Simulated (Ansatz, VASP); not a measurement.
# Two plane-wave programs on ZrC

```
Zr C
1.0
     0.00000    2.51947    2.51947
     2.51947    0.00000    2.51947
     2.51947    2.51947    0.00000
Zr C
1 1
Direct
  0.00000 0.00000 0.00000
  0.25000 0.25000 0.25000
```

Change from the starting cell: volume scaled by 0.97, PAW files.

Alike in both runs: task electric field gradients; functional PBE; k mesh 11 × 11 × 11; occupations fermi-dirac, width 0.03 eV; no spin polarisation.

|  | VASP | Ansatz |
| --- | --- | --- |
| version | VASP 6.6.1 | Ansatz 0.2.0 |
| potentials or method | VASP PAW PBE potentials, release 64 (Zr_sv, C) | PAW with Ansatz's default frozen-core files, scalar-relativistic |
| plane-wave cutoff (eV) | 520 | 420 |
| valence electrons in the cell | 16 | 16 |

Ansatz gave:

```
pressure (GPa) : 4.7
```

Problem. Which values does VASP return?

Solution. Pressure (GPa): 4.9.

With one functional, cell and mesh, what is left measures potentials, basis and numerics.
